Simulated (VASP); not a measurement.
# Zn (Pm-3m) in VASP: single point with PBEsol+D4

Aim: the single point of Zn with PBEsol+D4.

Program: VASP 6.6.1. These are calculated values, not measurements. Logs are shortened: lines on timing, memory, paths and dates and some standing lists are left out, and cuts for length are marked.

**1. The cell of the first run**

Symmetry: Pm-3m, No. 221, cubic system. Conventional cell: a = 4.563 Å, b = 4.563 Å, c = 4.563 Å, α = 90.00°, β = 90.00°, γ = 90.00°.

**2. Single point, PBEsol+D4**

File INCAR:

```
ALGO     = Normal         # electronic algorithm
EDIFF    = 1E-6           # SCF threshold, eV
ENCUT    = 500            # plane-wave cutoff, eV
GGA      = PS             # functional
GGA_COMPAT= False        
ISIF     = 2              # what is computed and relaxed
ISMEAR   = -1             # smearing method
IVDW     = 13             # dispersion correction
LASPH    = True           # aspherical terms in the spheres
LCHARG   = False          # write CHGCAR
LREAL    = False          # projectors in reciprocal space
LWAVE    = False          # write WAVECAR
NBANDS   = 12             # bands
NELM     = 120            # most SCF steps
PREC     = Accurate       # precision mode
SIGMA    = 0.1            # smearing width, eV
```

File KPOINTS:

```
k-points
0
Gamma
  5 5 5
```

File POSCAR:

```
Zn
1.0
    4.5632310000      0.0000000000      0.0000000000
    0.0000000000      4.5632310000      0.0000000000
    0.0000000000      0.0000000000      4.5632310000
Zn
1
Direct
    0.5000000000      0.5000000000      0.5000000000
```

Potentials or basis: VASP PAW PBE potentials, release 64 (Zn).

Launch:

```bash
> cat potpaw_PBE.64/Zn/POTCAR > POTCAR
> mpirun -np 1 vasp_std > vasp.out
```

OUTCAR:

```text
EDIFF = 1E-6
   ENCUT = 500
   GGA = PS
   ISIF = 2
   ISMEAR = -1
   IVDW = 13
   LASPH = True
   LREAL = False
   NELM = 120
   PREC = Accurate

 ion  position               nearest neighbor table
   1  0.500  0.500  0.500-

  LATTYP: Found a simple cubic cell.
 ALAT       =     4.5632310000

  Lattice vectors:

 A1 = (   4.5632310000,   0.0000000000,   0.0000000000)
 A2 = (   0.0000000000,   4.5632310000,   0.0000000000)
 A3 = (   0.0000000000,   0.0000000000,   4.5632310000)

Analysis of symmetry for initial positions (statically):
=====================================================================
 Subroutine PRICEL returns:
 Original cell was already a primitive cell.

 Routine SETGRP: Setting up the symmetry group for a
 simple cubic supercell.

 Subroutine GETGRP returns: Found 48 space group operations
 (whereof 48 operations were pure point group operations)
 out of a pool of 48 trial point group operations.

The static configuration has the point symmetry O_h .

Analysis of symmetry for dynamics (positions and initial velocities):
=====================================================================
 Subroutine PRICEL returns:
 Original cell was already a primitive cell.

 Routine SETGRP: Setting up the symmetry group for a
 simple cubic supercell.

 Subroutine GETGRP returns: Found 48 space group operations
 (whereof 48 operations were pure point group operations)
 out of a pool of 48 trial point group operations.

The dynamic configuration has the point symmetry O_h .

 Subroutine INISYM returns: Found 48 space group operations
 (whereof 48 operations are pure point group operations),
 and found     1 'primitive' translations

----------------------------------------------------------------------------------------

                                     Primitive cell

  volume of cell :      95.0205

  direct lattice vectors                    reciprocal lattice vectors
     4.563231000  0.000000000  0.000000000     0.219142971  0.000000000  0.000000000
     0.000000000  4.563231000  0.000000000     0.000000000  0.219142971  0.000000000
     0.000000000  0.000000000  4.563231000     0.000000000  0.000000000  0.219142971

  length of vectors
     4.563231000  4.563231000  4.563231000     0.219142971  0.219142971  0.219142971

  position of ions in fractional coordinates (direct lattice)
     0.500000000  0.500000000  0.500000000

  ion indices of the primitive-cell ions
   primitive index   ion index
                 1           1

----------------------------------------------------------------------------------------

 KPOINTS: k-points

Automatic generation of k-mesh.
 Grid dimensions read from file:
 generate k-points for:    5    5    5

 Generating k-lattice:

  Cartesian coordinates                     Fractional coordinates (reciprocal lattice)
     0.043828594  0.000000000  0.000000000     0.200000000  0.000000000  0.000000000
     0.000000000  0.043828594  0.000000000     0.000000000  0.200000000  0.000000000
     0.000000000  0.000000000  0.043828594     0.000000000  0.000000000  0.200000000

  Length of vectors
     0.043828594  0.043828594  0.043828594

  Shift w.r.t. Gamma in fractional coordinates (k-lattice)
     0.000000000  0.000000000  0.000000000

 Subroutine IBZKPT returns following result:
 ===========================================

 Found     10 irreducible k-points:

 Following reciprocal coordinates:
            Coordinates               Weight
  0.000000  0.000000  0.000000      1.000000
  0.200000  0.000000  0.000000      6.000000
  0.400000  0.000000  0.000000      6.000000
  0.200000  0.200000  0.000000     12.000000
  0.400000  0.200000  0.000000     24.000000
  0.400000  0.400000  0.000000     12.000000
  0.200000  0.200000  0.200000      8.000000
  0.400000  0.200000  0.200000     24.000000
  0.400000  0.400000  0.200000     24.000000
  0.400000  0.400000  0.400000      8.000000
   k-points           NKPTS =     10   k-points in BZ     NKDIM =     10   number of bands    NBANDS=     12
   number of dos      NEDOS =    301   number of ions     NIONS =      1
   total plane-waves  NPLWV =  46656
   dimension x,y,z NGX =    36 NGY =   36 NGZ =   36
   dimension x,y,z NGXF=    72 NGYF=   72 NGZF=   72
   ions per type =               1
   NGX,Y,Z   is equivalent  to a cutoff of  13.12, 13.12, 13.12 a.u.
   NGXF,Y,Z  is equivalent  to a cutoff of  26.23, 26.23, 26.23 a.u.
 SYSTEM =  unknown system
   PREC   = accura    normal or accurate (medium, high low for compatibility)
   ISTART =      0    job   : 0-new  1-cont  2-samecut
   ICHARG =      2    charge: 1-file 2-atom 10-const
   ISPIN  =      1    spin polarized calculation?
   LNONCOLLINEAR =      F non collinear calculations
   LSORBIT =      F    spin-orbit coupling
   LASPH  =      T    aspherical Exc in radial PAW
   ENCUT  =  500.0 eV  36.75 Ry    6.06 a.u.   8.32  8.32  8.32*2*pi/ulx,y,z
   NELM   =    120;   NELMIN=  2; NELMDL= -5     # of ELM steps
   EDIFF  = 0.1E-05   stopping-criterion for ELM
   LREAL  =      F    real-space projection
   EDIFFG = 0.1E-04   stopping-criterion for IOM
   NSW    =      0    number of steps for IOM
   IBRION =     -1    ionic relax: 0-MD 1-quasi-New 2-CG
   NFREE  =      0    steps in history (QN), initial steepest desc. (CG)
   ISIF   =      2    stress and relaxation
   ISYM   =      2    0-nonsym 1-usesym 2-fastsym
   POTIM  = 0.5000    time-step for ionic-motion
   TEBEG  =    0.0;   TEEND  =   0.0 temperature during run
   PSTRESS=    0.0 pullay stress
   NELECT =      12.0000    total number of electrons
   NUPDOWN=      -1.0000    fix difference up-down
   EMIN   =  10.00;   EMAX   =-10.00  energy-range for DOS
   EFERMI =   0.00;   METHOD = LEGACY
   ISMEAR =    -1;   SIGMA  =   0.10  broadening in eV -4-tet -1-fermi 0-gaus
   EFERMI_NEDOS =   21; number of points for ismear=-14 and -15
   IALGO  =     38    algorithm
   IMIX   =      4    mixing-type and parameters
     AMIX     =   0.40;   BMIX     =  1.00
     AMIX_MAG =   1.60;   BMIX_MAG =  1.00
  volume/ion in A,a.u.               =      95.02       641.23
  Fermi-wavevector in a.u.,A,eV,Ry     =   0.821352  1.552131  9.178756  0.674620
  Thomas-Fermi vector in A             =   1.932496
   LORBIT       =      0    0 simple, 1 ext, 2 COOP (PROOUT), +10 PAW based schemes
   GGA     = PS    functional components
   LHFCALC =     F    Hartree Fock is set to
   AEXX    =    0.0000 exact exchange contribution
   IVDW    =    13    specifies the selected vdW correction
   LEPSILON=     F    determine dielectric tensor
   LRPA    =     F    only Hartree local field effects (RPA)
 non-spin polarized calculation
  energy-cutoff  :      500.00
  volume of cell :       95.02
 maximum number of plane-waves:      2469
 NGX is ok and might be reduce to    36
   NGX = 17   NGY = 17   NGZ = 17

 number of electron      12.0000011 magnetization

 Free energy of the ion-electron system (eV)
  ---------------------------------------------------
  ext. energy  EPLUGINS =         0.00000000
  ---------------------------------------------------
  free energy    TOTEN  =        -0.07248244 eV

  energy without entropy =       -0.07248224  energy(sigma->0) =       -0.07248234

 E-fermi :  -2.7595     XC(G=0):  -4.3047

 val. band max:       -4.2283430196   @ k =   0.4000   0.4000   0.4000
 cond. band min:      -1.2913158862   @ k =   0.4000   0.0000   0.0000
 fundamental gap:      2.9370271333
 Fermi energy:        -2.7594764172

 k-point     1 :       0.0000    0.0000    0.0000
  band No.  band energies     occupation
      1      -9.0503      2.00000
      2      -9.0503      2.00000
      3      -9.0255      2.00000
      4      -9.0255      2.00000
      5      -9.0255      2.00000
      6      -5.7193      2.00000
      7       1.7141      0.00000
      8       1.7141      0.00000
      9       1.7141      0.00000
     10       2.6497      0.00000
     11       4.4820      0.00000
     12       4.4820      0.00000

 k-point     2 :       0.2000    0.0000    0.0000
  band No.  band energies     occupation
      1      -9.0498      2.00000
      2      -9.0430      2.00000
      3      -9.0278      2.00000
      4      -9.0278      2.00000
      5      -9.0253      2.00000
      6      -5.5452      2.00000
      7       0.1127      0.00000
      8       1.8750      0.00000
      9       1.8750      0.00000
     10       3.3687      0.00000
     11       4.7288      0.00000
     12       6.0424      0.00000

 k-point     3 :       0.4000    0.0000    0.0000
  band No.  band energies     occupation
      1      -9.0491      2.00000
      2      -9.0316      2.00000
      3      -9.0316      2.00000
      4      -9.0315      2.00000
      5      -9.0250      2.00000
      6      -5.1859      2.00000
      7      -1.2913      0.00000
      8       2.1888      0.00000
      9       2.1888      0.00000
     10       4.1380      0.00000
     11       5.3595      0.00000
     12       5.8860      0.00000
[... 76 lines left out ...]
 k-point     9 :       0.4000    0.4000    0.2000
  band No.  band energies     occupation
      1      -9.0393      2.00000
      2      -9.0339      2.00000
      3      -9.0338      2.00000
      4      -9.0319      2.00000
      5      -9.0193      2.00000
      6      -4.5370      2.00000
      7      -0.4439      0.00000
      8      -0.3538      0.00000
      9       1.3377      0.00000
     10       2.8487      0.00000
     11       5.0488      0.00000
     12       5.2702      0.00000

 k-point    10 :       0.4000    0.4000    0.4000
  band No.  band energies     occupation
      1      -9.0387      2.00000
      2      -9.0385      2.00000
      3      -9.0385      2.00000
      4      -9.0190      2.00000
      5      -9.0190      2.00000
      6      -4.2283      2.00000
      7      -0.0415      0.00000
      8       0.0594      0.00000
      9       0.0594      0.00000
     10       3.3097      0.00000
     11       3.7562      0.00000
     12       3.7562      0.00000

------------------------ aborting loop because EDIFF is reached ----------------------------------------

  DFT-D4 for vdW energy calculation

  Edisp (eV):   -0.08158

  FORCE on cell =-STRESS in cart. coord.  units (eV):
  Direction    XX          YY          ZZ          XY          YZ          ZX
  --------------------------------------------------------------------------------------
  -------------------------------------------------------------------------------------
  Total      -0.24377    -0.24377    -0.24377    -0.00000    -0.00000     0.00000
  in kB      -4.11033    -4.11033    -4.11033    -0.00000    -0.00000     0.00000
  external pressure =       -4.11 kB  Pullay stress =        0.00 kB

 VOLUME and BASIS-vectors are now :
 -----------------------------------------------------------------------------
  energy-cutoff  :      500.00
  volume of cell :       95.02
      direct lattice vectors                 reciprocal lattice vectors
     4.563231000  0.000000000  0.000000000     0.219142971  0.000000000  0.000000000
     0.000000000  4.563231000  0.000000000     0.000000000  0.219142971  0.000000000
     0.000000000  0.000000000  4.563231000     0.000000000  0.000000000  0.219142971

 POSITION                                       TOTAL-FORCE (eV/Angst)
 -----------------------------------------------------------------------------------
      2.28162      2.28162      2.28162         0.000000      0.000000      0.000000
 -----------------------------------------------------------------------------------
    total drift:                                0.000000      0.000000      0.000000

  FREE ENERGIE OF THE ION-ELECTRON SYSTEM (eV)
  ---------------------------------------------------
  free  energy   TOTEN  =        -0.1540616793 eV

  energy  without entropy=       -0.1540614770  energy(sigma->0) =       -0.15406158
```

Run time: 5.4 s. Hardware: 1 thread of AMD EPYC 9R45 (Zen 5), shared host; peak memory 0.16 GiB.

What came out:

```
Free energy                : -0.1541 eV
Pressure                   : -0.4 GPa
Band gap on the k mesh     : 2.94 eV, indirect (least direct gap 3.89 eV)
Dispersion energy per atom : -0.082 eV
```

Caveat: the PAW data sets were made with another functional, which shifts forces and pressure a little.
